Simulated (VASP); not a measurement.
Set up this calculation in VASP 6.6.1, as the native input.

* Task: single point
* Functional: PBE
* Potentials or basis: VASP PAW PBE potentials, release 64 (Ti_sv, Si, Ni)
* Cutoff: 520 eV
* k mesh: 4 × 6 × 4
* Occupations: gaussian, width 0.1 eV
* Spin: no spin polarisation
* Dipole correction: no
* Further INCAR settings: ALGO = Normal; EDIFF = 1e-06; NBANDS = 41

The structure of Ti3Si4Ni lies in POSCAR:

```
Ti3Si4Ni
1.0
    4.8698596405      0.0000000000      0.0000000000
    0.0000000000      3.6253502349      0.0000000000
   -1.2988665880      0.0000000000      6.6160296907
Ti Si Ni
3 4 1
Direct
    0.9693765120      0.0000000000      0.4607780527
    0.4885401963      0.5000000000      0.5641456204
    0.8630790873      0.0000000000      0.9645932212
    0.4581720307      0.0000000000      0.2517319656
    0.3430703104      0.0000000000      0.7954521645
    0.0040138304      0.5000000000      0.7272859040
    0.0787237583      0.5000000000      0.2265008129
    0.3890242748      0.5000000000      0.0095122586
```

These files were run (other wordings do the same):

INCAR

```
  PREC = Accurate
  ENCUT = 520
  EDIFF = 1E-6
  ISMEAR = 0
  SIGMA = 0.1
  LREAL = False
  LASPH = True
  NELM = 60
  ALGO = Normal
  ISIF = 2
  LWAVE = False
  LCHARG = True
  GGA = PE
  LELF = True
  LVHAR = True
  NBANDS = 41
```

KPOINTS

```
regular mesh
0
Gamma
  4 6 4
```

Potentials or basis: VASP PAW PBE potentials, release 64 (Ti_sv, Si, Ni).

Command:

```console
$ cat potpaw_PBE.64/Ti_sv/POTCAR potpaw_PBE.64/Si/POTCAR potpaw_PBE.64/Ni/POTCAR > POTCAR
$ mpirun -np 1 vasp_std > vasp.out
```

It gave:

```yaml
Pressure: -0.1 GPa
Largest_force: 0.042 eV/Å
Band_gap_on_the_k_mesh: zero (bands 31 and 32 overlap by 0.60 eV)
```

It took 6.5 min on 1 thread of Intel Xeon 8259CL (shared host), peak memory 0.32 GiB.
